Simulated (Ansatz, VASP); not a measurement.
## Cu3O2 in VASP and in Ansatz

File INCAR:

```
ALGO = Normal
EDIFF = 1E-7
ENCUT = 520
GGA = CA
ISIF = 2
ISMEAR = 0
LASPH = True
LCHARG = False
LREAL = False
LWAVE = False
NBANDS = 30
NELM = 60
PREC = Accurate
SIGMA = 0.15
```

The input KPOINTS:

```
k-points
0
Gamma
  14 14 14
```

File POSCAR:

```
Cu3O2
1.0
   -1.9550019901      1.9550019901      3.6842000000
    1.9550019901     -1.9550019901      3.6842000000
    1.9550019901      1.9550019901     -3.6842000000
Cu O
3 2
Direct
    0.2500000000      0.7500000000      0.5000000000
    0.7500000000      0.2500000000      0.5000000000
    0.0000000000      0.0000000000      0.0000000000
    0.0000000000      0.5000000000      0.5000000000
    0.5000000000      0.0000000000      0.5000000000
```

Input for Ansatz:

```yaml
crystal:
  lattice:
    - [-1.9550019901, 1.9550019901, 3.6842]
    - [1.9550019901, -1.9550019901, 3.6842]
    - [1.9550019901, 1.9550019901, -3.6842]
  atoms:
    - { symbol: Cu, position: [0.25, 0.75, 0.5] }
    - { symbol: Cu, position: [0.75, 0.25, 0.5] }
    - { symbol: Cu, position: [0.0, 0.0, 0.0] }
    - { symbol: O, position: [0.0, 0.5, 0.5] }
    - { symbol: O, position: [0.5, 0.0, 0.5] }
basis:
  ecutwfc: 520.0
kpoints:
  mp_grid: { grid: [14, 14, 14] }
hamiltonian:
  xc: lda
  pseudopotentials: { kind: paw, azcp: { folder: soft_1 } }
scf:
  occupations: { method: gaussian, width: 0.15 }
output:
  forces: true
  stress: true
  eigenvalues: true
  write_density: true
  write_potential: true
  elf: true
  volumetric_format: npy
```

Alike in both runs: task single point; functional LDA; k mesh 14 × 14 × 14; occupations gaussian, width 0.15 eV; no spin polarisation.

```csv
,VASP,Ansatz
version,VASP 6.6.1,Ansatz 0.2.0
potentials or method,"VASP PAW LDA potentials, release 64 (Cu, O), cutoff 520 eV","scalar-relativistic, plane waves, PAW"
valence electrons in the cell,45,69
```

|  | VASP | Ansatz | Ansatz less VASP |
| --- | --- | --- | --- |
| gap on the k mesh at the Fermi level (eV) | none | none | - |
| pressure (GPa) | -5.2 | -6.4 | -1.11 |
| traceless stress, the component that is largest in VASP (GPa) | -6.96 | -7.90 | -0.938 |

Ansatz warns that its potentials were made for another functional, while VASP's fit it. LDA's correlation is that of Perdew and Zunger in VASP and of Perdew and Wang (1992) in Ansatz. A gap of «none» marks a metal or a gap that the smearing closes. VASP's potentials hold 45 valence electrons a cell and Ansatz's 69, so a difference there can come from the potentials and not from the codes.
